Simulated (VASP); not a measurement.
Write the native input for VASP 6.6.1 that does the following.

* Task: single point
* Functional: PBEsol
* Potentials or basis: VASP PAW PBE potentials, release 64 (C)
* Cutoff: 600 eV
* k mesh: 23 × 23 × 23
* Occupations: fermi-dirac, width 0.08 eV
* Spin: no spin polarisation
* Dipole correction: no
* Further INCAR settings: ALGO = Normal; EDIFF = 1e-06; NBANDS = 8

The structure of C lies in POSCAR:

```
C
1.0
    0.0000000000      1.5175663536      1.5175663536
    1.5175663536      0.0000000000      1.5175663536
    1.5175663536      1.5175663536      0.0000000000
C
1
Direct
    0.0000000000      0.0000000000      0.0000000000
```

These files were run (other wordings do the same):

INCAR

```
ALGO     = Normal         # electronic algorithm
EDIFF    = 1E-6           # SCF threshold, eV
ENCUT    = 600            # plane-wave cutoff, eV
GGA      = PS             # functional
GGA_COMPAT= F            
ISIF     = 2              # what is computed and relaxed
ISMEAR   = -1             # smearing method
LASPH    = T              # aspherical terms in the spheres
LCHARG   = F              # write CHGCAR
LREAL    = F              # projectors in reciprocal space
LWAVE    = F              # write WAVECAR
NBANDS   = 8              # bands
NELM     = 120            # most SCF steps
PREC     = Accurate       # precision mode
SIGMA    = 0.08           # smearing width, eV
```

KPOINTS

```
k-points
0
Gamma
  23 23 23
```

Potentials or basis: VASP PAW PBE potentials, release 64 (C).

Run with:

```console
$ cat potpaw_PBE.64/C/POTCAR > POTCAR
$ mpirun -np 1 vasp_std > vasp.out
```

Results of the run:

```yaml
Pressure: 0.1 GPa
Band_gap_on_the_k_mesh: zero (band 2 reaches 16.58 eV, above the bottom of band 3 at 4.91 eV)
```

Caveat: the PAW data sets were made with another functional, which shifts forces and pressure a little.

Run time: 37 s on 1 thread of Intel Xeon 8259CL, with other jobs on the host, peak memory 0.13 GiB.
